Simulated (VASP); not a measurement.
# In3Cu (Pm-3m) in VASP: notebook, part 3 of 3

VASP 6.6.1.

## (4) Single point, LDA

This run uses another cell than the first one, of 21.39 Å³/atom, 1.082 times its volume.

Contents of INCAR:

```
PREC = Accurate
ENCUT = 520
EDIFF = 1E-6
ISMEAR = 0
SIGMA = 0.15
LREAL = False
LASPH = True
NELM = 100
ALGO = Fast
ISIF = 2
LWAVE = False
LCHARG = True
LELF = True
LVHAR = True
NBANDS = 33
```

Contents of KPOINTS:

```
regular mesh
0
Gamma
  10 10 10
```

Contents of POSCAR:

```
In3Cu
1.0
    4.4067389847      0.0000000000      0.0000000000
    0.0000000000      4.4067389847      0.0000000000
    0.0000000000      0.0000000000      4.4067389847
In Cu
3 1
Direct
    0.0000000000      0.5000000000      0.5000000000
    0.5000000000      0.0000000000      0.5000000000
    0.5000000000      0.5000000000      0.0000000000
    0.0000000000      0.0000000000      0.0000000000
```

Potentials or basis: VASP PAW LDA potentials, release 64 (In_d, Cu).

Command:

```console
$ cat potpaw_LDA.64/In_d/POTCAR potpaw_LDA.64/Cu/POTCAR > POTCAR
$ mpirun -np 1 vasp_std > vasp.out
```

OUTCAR:

```text
PREC = Accurate
   ENCUT = 520
   EDIFF = 1E-6
   ISMEAR = 0
   LREAL = False
   LASPH = True
   NELM = 100
   ISIF = 2

 ion  position               nearest neighbor table
   1  0.000  0.500  0.500-   2 3.12   3 3.12   4 3.12   3 3.12   4 3.12   2 3.12   4 3.12   4 3.12
                             2 3.12   3 3.12   3 3.12   2 3.12
   2  0.500  0.000  0.500-   1 3.12   3 3.12   4 3.12   3 3.12   4 3.12   1 3.12   3 3.12   3 3.12
                             1 3.12   4 3.12   4 3.12   1 3.12
   3  0.500  0.500  0.000-   1 3.12   2 3.12   4 3.12   1 3.12   2 3.12   2 3.12   4 3.12   2 3.12
                             1 3.12   4 3.12   1 3.12   4 3.12
   4  0.000  0.000  0.000-   1 3.12   2 3.12   3 3.12   1 3.12   2 3.12   1 3.12   3 3.12   1 3.12
                             2 3.12   3 3.12   2 3.12   3 3.12

  LATTYP: Found a simple cubic cell.
 ALAT       =     4.4067389847

  Lattice vectors:

 A1 = (   4.4067389847,   0.0000000000,   0.0000000000)
 A2 = (   0.0000000000,   4.4067389847,   0.0000000000)
 A3 = (   0.0000000000,   0.0000000000,   4.4067389847)

Analysis of symmetry for initial positions (statically):
=====================================================================
 Subroutine PRICEL returns:
 Original cell was already a primitive cell.

 Routine SETGRP: Setting up the symmetry group for a
 simple cubic supercell.

 Subroutine GETGRP returns: Found 48 space group operations
 (whereof 48 operations were pure point group operations)
 out of a pool of 48 trial point group operations.

The static configuration has the point symmetry O_h .

Analysis of symmetry for dynamics (positions and initial velocities):
=====================================================================
 Subroutine PRICEL returns:
 Original cell was already a primitive cell.

 Routine SETGRP: Setting up the symmetry group for a
 simple cubic supercell.

 Subroutine GETGRP returns: Found 48 space group operations
 (whereof 48 operations were pure point group operations)
 out of a pool of 48 trial point group operations.

The dynamic configuration has the point symmetry O_h .

 Subroutine INISYM returns: Found 48 space group operations
 (whereof 48 operations are pure point group operations),
 and found     1 'primitive' translations

----------------------------------------------------------------------------------------

                                     Primitive cell

  volume of cell :      85.5760

  direct lattice vectors                    reciprocal lattice vectors
     4.406738985  0.000000000  0.000000000     0.226925172  0.000000000  0.000000000
     0.000000000  4.406738985  0.000000000     0.000000000  0.226925172  0.000000000
     0.000000000  0.000000000  4.406738985     0.000000000  0.000000000  0.226925172

  length of vectors
     4.406738985  4.406738985  4.406738985     0.226925172  0.226925172  0.226925172

  position of ions in fractional coordinates (direct lattice)
     0.000000000  0.500000000  0.500000000
     0.500000000  0.000000000  0.500000000
     0.500000000  0.500000000  0.000000000
     0.000000000  0.000000000  0.000000000

  ion indices of the primitive-cell ions
   primitive index   ion index
                 1           1
                 2           2
                 3           3
                 4           4

----------------------------------------------------------------------------------------

 KPOINTS: regular mesh

Automatic generation of k-mesh.
 Grid dimensions read from file:
 generate k-points for:   10   10   10

 Generating k-lattice:

  Cartesian coordinates                     Fractional coordinates (reciprocal lattice)
     0.022692517  0.000000000  0.000000000     0.100000000  0.000000000  0.000000000
     0.000000000  0.022692517  0.000000000     0.000000000  0.100000000  0.000000000
     0.000000000  0.000000000  0.022692517     0.000000000  0.000000000  0.100000000

  Length of vectors
     0.022692517  0.022692517  0.022692517

  Shift w.r.t. Gamma in fractional coordinates (k-lattice)
     0.000000000  0.000000000  0.000000000

 Subroutine IBZKPT returns following result:
 ===========================================

 Found     56 irreducible k-points:

 Following reciprocal coordinates:
            Coordinates               Weight
  0.000000  0.000000  0.000000      1.000000
  0.100000  0.000000  0.000000      6.000000
  0.200000  0.000000  0.000000      6.000000
  0.300000  0.000000  0.000000      6.000000
  0.400000  0.000000  0.000000      6.000000
  0.500000  0.000000  0.000000      3.000000
[... 16 lines left out ...]
  0.200000  0.100000  0.100000     24.000000
  0.300000  0.100000  0.100000     24.000000
 [... further k-points ...]
   k-points           NKPTS =     56   k-points in BZ     NKDIM =     56   number of bands    NBANDS=     33
   number of dos      NEDOS =    301   number of ions     NIONS =      4
   total plane-waves  NPLWV =  46656
   dimension x,y,z NGX =    36 NGY =   36 NGZ =   36
   dimension x,y,z NGXF=    72 NGYF=   72 NGZF=   72
   ions per type =               3   1
   NGX,Y,Z   is equivalent  to a cutoff of  13.58, 13.58, 13.58 a.u.
   NGXF,Y,Z  is equivalent  to a cutoff of  27.16, 27.16, 27.16 a.u.
 SYSTEM =  unknown system
   PREC   = accura    normal or accurate (medium, high low for compatibility)
   ISTART =      0    job   : 0-new  1-cont  2-samecut
   ICHARG =      2    charge: 1-file 2-atom 10-const
   ISPIN  =      1    spin polarized calculation?
   LNONCOLLINEAR =      F non collinear calculations
   LSORBIT =      F    spin-orbit coupling
   LASPH  =      T    aspherical Exc in radial PAW
   ENCUT  =  520.0 eV  38.22 Ry    6.18 a.u.   8.19  8.19  8.19*2*pi/ulx,y,z
   NELM   =    100;   NELMIN=  2; NELMDL= -5     # of ELM steps
   EDIFF  = 0.1E-05   stopping-criterion for ELM
   LREAL  =      F    real-space projection
   EDIFFG = 0.1E-04   stopping-criterion for IOM
   NSW    =      0    number of steps for IOM
   IBRION =     -1    ionic relax: 0-MD 1-quasi-New 2-CG
   NFREE  =      0    steps in history (QN), initial steepest desc. (CG)
   ISIF   =      2    stress and relaxation
   ISYM   =      2    0-nonsym 1-usesym 2-fastsym
   POTIM  = 0.5000    time-step for ionic-motion
   TEBEG  =    0.0;   TEEND  =   0.0 temperature during run
   PSTRESS=    0.0 pullay stress
   NELECT =      50.0000    total number of electrons
   NUPDOWN=      -1.0000    fix difference up-down
   EMIN   =  10.00;   EMAX   =-10.00  energy-range for DOS
   EFERMI =   0.00;   METHOD = LEGACY
   ISMEAR =     0;   SIGMA  =   0.15  broadening in eV -4-tet -1-fermi 0-gaus
   EFERMI_NEDOS =   21; number of points for ismear=-14 and -15
   IALGO  =     68    algorithm
   IMIX   =      4    mixing-type and parameters
     AMIX     =   0.40;   BMIX     =  1.00
     AMIX_MAG =   1.60;   BMIX_MAG =  1.00
  volume/ion in A,a.u.               =      21.39       144.37
  Fermi-wavevector in a.u.,A,eV,Ry     =   1.368614  2.586305 25.485114  1.873103
  Thomas-Fermi vector in A             =   2.494562
   LORBIT       =      0    0 simple, 1 ext, 2 COOP (PROOUT), +10 PAW based schemes
   GGA     = CA    functional components
   LHFCALC =     F    Hartree Fock is set to
   AEXX    =    0.0000 exact exchange contribution
   IVDW    =     0    specifies the selected vdW correction
   LEPSILON=     F    determine dielectric tensor
   LRPA    =     F    only Hartree local field effects (RPA)
 non-spin polarized calculation
 RMM-DIIS sequential band-by-band and
 Gauss-broadening in eV      SIGMA  =   0.15
  energy-cutoff  :      520.00
  volume of cell :       85.58
 maximum number of plane-waves:      2325
 NGX is ok and might be reduce to    36
   NGX = 17   NGY = 17   NGZ = 17

 number of electron      49.9999981 magnetization

 Free energy of the ion-electron system (eV)
  ---------------------------------------------------
  ext. energy  EPLUGINS =         0.00000000
  ---------------------------------------------------
  free energy    TOTEN  =       -13.59029384 eV

  energy without entropy =      -13.57413105  energy(sigma->0) =      -13.58221245

 E-fermi :   7.8615     XC(G=0): -11.1700

 val. band max:        7.8467910781   @ k =   0.4000   0.1000   0.0000
 cond. band min:       7.9450626060   @ k =   0.3000   0.2000   0.1000
 fundamental gap:      0.0982715279
 Fermi energy:         7.8614790440

 k-point     1 :       0.0000    0.0000    0.0000
  band No.  band energies     occupation
      1      -7.1152      2.00000
      2      -7.0930      2.00000
      3      -7.0930      2.00000
      4      -7.0930      2.00000
      5      -6.8398      2.00000
      6      -6.8398      2.00000
[... 853 lines left out ...]
     32      13.1283      0.00000
     33      14.5205      0.00000

 [... further k-points ...]
[... 5 lines left out ...]
  --------------------------------------------------------------------------------------
  -------------------------------------------------------------------------------------
  Total       -1.4899539     -1.4899539     -1.4899539      0.0000000      0.0000000      0.0000000
  in kB      -27.8953248    -27.8953248    -27.8953248      0.0000000      0.0000000      0.0000000
  external PRESSURE =     -27.8953248 kB  Pullay stress =       0.0000000 kB

 VOLUME and BASIS-vectors are now :
 -----------------------------------------------------------------------------
  energy-cutoff  :      520.00
  volume of cell :       85.58
      direct lattice vectors                 reciprocal lattice vectors
     4.406738985  0.000000000  0.000000000     0.226925172  0.000000000  0.000000000
     0.000000000  4.406738985  0.000000000     0.000000000  0.226925172  0.000000000
     0.000000000  0.000000000  4.406738985     0.000000000  0.000000000  0.226925172

 POSITION                                       TOTAL-FORCE (eV/Angst)
 -----------------------------------------------------------------------------------
      0.00000      2.20337      2.20337         0.000000      0.000000      0.000000
      2.20337      0.00000      2.20337         0.000000      0.000000      0.000000
      2.20337      2.20337      0.00000         0.000000      0.000000      0.000000
      0.00000      0.00000      0.00000         0.000000      0.000000      0.000000
 -----------------------------------------------------------------------------------
    total drift:                                0.000000      0.000000      0.000000

  FREE ENERGIE OF THE ION-ELECTRON SYSTEM (eV)
  ---------------------------------------------------
  free  energy   TOTEN  =       -13.5902938434 eV

  energy  without entropy=      -13.5741310468  energy(sigma->0) =      -13.58221245
```

OSZICAR:

```text
N       E                     dE             d eps       ncg     rms          rms(c)
DAV:   1     0.472795893669E+03    0.47280E+03   -0.23750E+04  3712   0.228E+03
DAV:   2     0.372690977880E+02   -0.43553E+03   -0.42453E+03  3696   0.480E+02
DAV:   3    -0.125891864787E+02   -0.49858E+02   -0.48740E+02  4234   0.192E+02
DAV:   4    -0.144795549999E+02   -0.18904E+01   -0.18846E+01  4582   0.438E+01
DAV:   5    -0.145667035953E+02   -0.87149E-01   -0.87139E-01  6116   0.843E+00    0.106E+01
RMM:   6    -0.155428464651E+02   -0.97614E+00   -0.19145E+01  4128   0.369E+01    0.902E+00
RMM:   7    -0.136576745102E+02    0.18852E+01   -0.60600E+00  3924   0.223E+01    0.267E+00
RMM:   8    -0.136197201032E+02    0.37954E-01   -0.73597E-01  4039   0.800E+00    0.158E+00
RMM:   9    -0.135906431598E+02    0.29077E-01   -0.13430E-01  4311   0.375E+00    0.402E-01
RMM:  10    -0.135898271808E+02    0.81598E-03   -0.14929E-02  5252   0.952E-01    0.269E-01
RMM:  11    -0.135904444350E+02   -0.61725E-03   -0.53557E-03  5190   0.446E-01    0.162E-01
RMM:  12    -0.135903977552E+02    0.46680E-04   -0.33450E-03  5480   0.472E-01    0.107E-01
RMM:  13    -0.135902603015E+02    0.13745E-03   -0.77922E-04  6109   0.248E-01    0.481E-02
RMM:  14    -0.135902887906E+02   -0.28489E-04   -0.30966E-04  4921   0.675E-02    0.508E-02
RMM:  15    -0.135902943783E+02   -0.55876E-05   -0.57239E-05  4757   0.405E-02    0.544E-02
RMM:  16    -0.135902953969E+02   -0.10187E-05   -0.27203E-05  4538   0.233E-02    0.600E-02
RMM:  17    -0.135902936199E+02    0.17770E-05   -0.12802E-05  4207   0.263E-02    0.381E-02
RMM:  18    -0.135902938434E+02   -0.22347E-06   -0.86670E-06  3825   0.222E-02
   1 F= -.13590294E+02 E0= -.13582212E+02  d E =-.161628E-01
```

stdout:

```text
POSCAR found type information on POSCAR InCu
 POSCAR found :  2 types and       4 ions
 scaLAPACK will be used
 LDA part: xc-table for (Slater(with rela. corr.)+CA(PZ))
 , standard interpolation
 POSCAR, INCAR and KPOINTS ok, starting setup
 FFT: planning ... GRIDC
 FFT: planning ... GRID_SOFT
 FFT: planning ... GRID
 WAVECAR not read
 entering main loop
```

Run time: 83 s. Hardware: 1 thread of Intel Xeon 6975P-C (Granite Rapids), shared host; peak memory 0.26 GiB.

Results:

| Item | Value |
| --- | --- |
| Free energy | -13.5903 eV |
| Pressure | -2.8 GPa |
| Band gap on the k mesh | zero (band 25 reaches 10.27 eV, above the bottom of band 26 at 5.92 eV) |

Levels at points of the mesh, in eV from the Fermi level:
```
           k point  band 23  band 24  band 25  band 26  band 27  band 28
(0.00, 0.00, 0.00)    -1.95    -1.95    -0.62    -0.62     0.64     5.20
(0.50, 0.00, 0.00)    -0.57     0.48     0.48     1.09     1.14     1.14
(0.50, 0.50, 0.00)    -2.44    -2.32     2.40     2.41     3.03     3.03
(0.50, 0.50, 0.50)    -2.51    -2.51    -1.94    -1.94    -1.94    -1.20
```

Caveat: spin-orbit coupling is left out, which moves the levels of the heavy elements.

## (5) Single point, LDA

This run uses another cell than the first one, of 21.94 Å³/atom, 1.110 times its volume.

Contents of INCAR:

```
ALGO     = Fast           # electronic algorithm
EDIFF    = 1E-6           # SCF threshold, eV
ENCUT    = 520            # plane-wave cutoff, eV
ISIF     = 2              # what is computed and relaxed
ISMEAR   = 0              # smearing method
LASPH    = True           # aspherical terms in the spheres
LCHARG   = False          # write CHGCAR
LREAL    = False          # projectors in reciprocal space
LWAVE    = False          # write WAVECAR
NBANDS   = 33             # bands
NELM     = 100            # most SCF steps
PREC     = Accurate       # precision mode
SIGMA    = 0.15           # smearing width, eV
```

Contents of KPOINTS:

```
k-points
0
Gamma
  10 10 10
```

Contents of POSCAR:

```
In3Cu
1.0
    4.4436428184      0.0000000000      0.0000000000
    0.0000000000      4.4436428184      0.0000000000
    0.0000000000      0.0000000000      4.4436428184
In Cu
3 1
Direct
    0.0000000000      0.5000000000      0.5000000000
    0.5000000000      0.0000000000      0.5000000000
    0.5000000000      0.5000000000      0.0000000000
    0.0000000000      0.0000000000      0.0000000000
```

Command:

```console
$ cat potpaw_LDA.64/In_d/POTCAR potpaw_LDA.64/Cu/POTCAR > POTCAR
$ mpirun -np 1 vasp_std > vasp.out
```

Run time: 81 s. Hardware: 1 thread of Intel Xeon 6975P-C (Granite Rapids), shared host; peak memory 0.26 GiB.

It converged, with:

| Quantity | Value |
| --- | --- |
| Free energy | -13.5454 eV |
| Pressure | -4.0 GPa |
| Band gap on the k mesh | zero (band 25 reaches 9.88 eV, above the bottom of band 26 at 5.64 eV) |

Levels at points of the mesh, in eV from the Fermi level:
```tsv
k point	band 22	band 23	band 24	band 25	band 26	band 27	band 28	band 29
(0.00, 0.00, 0.00)	-1.86	-1.86	-1.86	-0.69	-0.69	0.61	5.12	5.12
(0.50, 0.00, 0.00)	-2.48	-0.67	0.49	0.49	1.02	1.15	1.15	2.39
(0.50, 0.50, 0.00)	-2.47	-2.38	-2.26	2.32	2.38	2.99	2.99	3.07
(0.50, 0.50, 0.50)	-2.93	-2.44	-2.44	-1.91	-1.91	-1.91	-1.18	9.85
```

Caveat: spin-orbit coupling is left out, which moves the levels of the heavy elements.

## (6) The runs side by side

| cell | gap on the mesh (eV) | pressure (GPa) |
| --- | --- | --- |
| a = 4.292 Å, 4 atoms | none | 2.0 |
| a = 4.369 Å, 4 atoms | none | -1.6 |
| a = 4.407 Å, 4 atoms | none | -2.8 |
| a = 4.444 Å, 4 atoms | none | -4.0 |

Alike in all rows: task single point; level LDA; potentials or basis VASP PAW LDA potentials, release 64 (In_d, Cu); no spin polarisation; k mesh 10 × 10 × 10; cutoff (eV) 520; smearing gaussian 0.15 eV.

Caveats: spin-orbit coupling is left out, which moves the levels of the heavy elements.

Total energies depend on the potentials used, so only differences within one code and one set of settings carry meaning.
